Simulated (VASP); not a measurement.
Runs of VASP 6.6.1 on KI. The structure is that of space group I4/mmm (No. 139), or close to it. The cells are those of the table. 

```csv
cell,gap on the mesh (eV),pressure (GPa)
"a = 4.894, b = 4.894, c = 4.586 Å, angles 62.1, 62.1, 55.9°, 2 atoms",4.01,2.6
"a = 4.686, b = 4.686, c = 4.785 Å, angles 59.3, 59.3, 61.4°, 2 atoms",4.18,2.8
"a = 4.988, b = 4.988, c = 4.785 Å, angles 61.3, 61.3, 57.3°, 2 atoms",3.89,0.6
"a = 5.085, b = 5.085, c = 5.184 Å, angles 59.4, 59.4, 61.3°, 2 atoms",3.67,-0.9
"a = 4.789, b = 4.789, c = 4.586 Å, angles 61.4, 61.4, 57.2°, 2 atoms",(a),3.1
"a = 5.000, b = 5.000, c = 4.586 Å, angles 62.7, 62.7, 54.6°, 2 atoms",3.90,2.3
"a = 5.093, b = 5.093, c = 4.785 Å, angles 62.0, 62.0, 56.0°, 2 atoms",3.81,0.4
"a = 4.988, b = 4.988, c = 5.184 Å, angles 58.7, 58.7, 62.6°, 2 atoms",(b),-0.3
"a = 5.284, b = 5.284, c = 5.383 Å, angles 59.4, 59.4, 61.2°, 2 atoms",3.47,-1.5
"a = 5.000, b = 5.000, c = 5.383 Å, angles 57.4, 57.4, 65.1°, 2 atoms",3.65,0.1
"a = 5.188, b = 5.188, c = 5.383 Å, angles 58.7, 58.7, 62.5°, 2 atoms",3.54,-1.2
"a = 4.894, b = 4.894, c = 5.184 Å, angles 58.0, 58.0, 64.0°, 2 atoms",3.77,0.5
```

Alike in all rows: task single point; level PBEsol; potentials or basis VASP PAW PBE potentials, release 64 (K_sv, I); no spin polarisation; k mesh 6 × 6 × 6; cutoff (eV) 520; smearing gaussian 0.05 eV.

Q: Estimate the missing entries.

A: (a) 4.15; (b) 3.74.

Caveats: the PAW data sets were made with another functional, which shifts forces and pressure a little; spin-orbit coupling is left out, which moves the levels of the heavy elements; the cell stands under pressure (at least some runs).

A k mesh can miss the band edges, and the runs leave out spin-orbit coupling on I.
